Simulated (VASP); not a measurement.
A run of VASP 6.6.1 is set up as follows.

The input INCAR:

```
ALGO     = Normal         # electronic algorithm
EDIFF    = 1E-7           # SCF threshold, eV
ENCUT    = 520            # plane-wave cutoff, eV
GGA      = PE             # functional
ISIF     = 2              # what is computed and relaxed
ISMEAR   = 1              # smearing method
LASPH    = True           # aspherical terms in the spheres
LCHARG   = False          # write CHGCAR
LREAL    = False          # projectors in reciprocal space
LWAVE    = False          # write WAVECAR
NBANDS   = 15             # bands
NELM     = 100            # most SCF steps
PREC     = Accurate       # precision mode
SIGMA    = 0.1            # smearing width, eV
```

File KPOINTS:

```
k-points
0
Gamma
  12 12 10
```

POSCAR

```
HfB2
1.0
    3.1371156919      0.0000000000      0.0000000000
   -1.5685578459      2.7168218838      0.0000000000
    0.0000000000      0.0000000000      3.4773307126
Hf B
1 2
Direct
    0.0000000000      0.0000000000      0.0000000000
    0.3333333333      0.6666666667      0.5000000000
    0.6666666667      0.3333333333      0.5000000000
```

Potentials or basis: VASP PAW PBE potentials, release 64 (Hf_pv, B).

Command:

```bash
$ cat potpaw_PBE.64/Hf_pv/POTCAR potpaw_PBE.64/B/POTCAR > POTCAR
$ mpirun -np 1 vasp_std > vasp.out
```

What does it give for the band gap on the k mesh?

Zero (bands 8 and 9 overlap by 1.31 eV).

Estimate the pressure.

1.6 GPa.

Stress tensor (GPa, compression positive):
```
1.60 0.00 0.00
0.00 1.60 0.00
0.00 0.00 1.75
```

Caveat: spin-orbit coupling is left out, which moves the levels of the heavy elements.
